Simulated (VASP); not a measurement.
A run of VASP 6.6.1:

INCAR

```
PREC = Accurate
ENCUT = 520
EDIFF = 1E-6
ISMEAR = 0
SIGMA = 0.01
LREAL = F
LASPH = T
NELM = 60
ALGO = Normal
ISIF = 2
LWAVE = F
LCHARG = F
IBRION = 2
NSW = 80
EDIFFG = -0.001
```

KPOINTS

```
Automatic mesh
0
Gamma
  9 9 6
```

POSCAR

```
GaN
1.0
    3.1736400000      0.0000000000      0.0000000000
   -1.5868200000      2.7484528624      0.0000000000
    0.0000000000      0.0000000000      5.1714759600
Ga N
2 2
Direct
    0.3333333333      0.6666666667      0.0000000000
    0.6666666667      0.3333333333      0.5000000000
    0.3333333333      0.6666666667      0.3750000000
    0.6666666667      0.3333333333      0.8750000000
```

Potentials or basis: VASP PAW LDA potentials, release 64 (Ga_d, N).

Command:

```sh
$ cat potpaw_LDA.64/Ga_d/POTCAR potpaw_LDA.64/N/POTCAR > POTCAR
$ mpirun -np 1 vasp_std > vasp.out
```

Hardware: 1 thread of Intel Xeon 6975P-C, on a shared host.

Q: How long does it take, and how much memory?

A: Wall time 56 s on 1 thread of Intel Xeon 6975P-C, with other jobs on the host, peak memory 0.17 GiB. Counts: scf iterations 22, k points 48, ion steps 3.
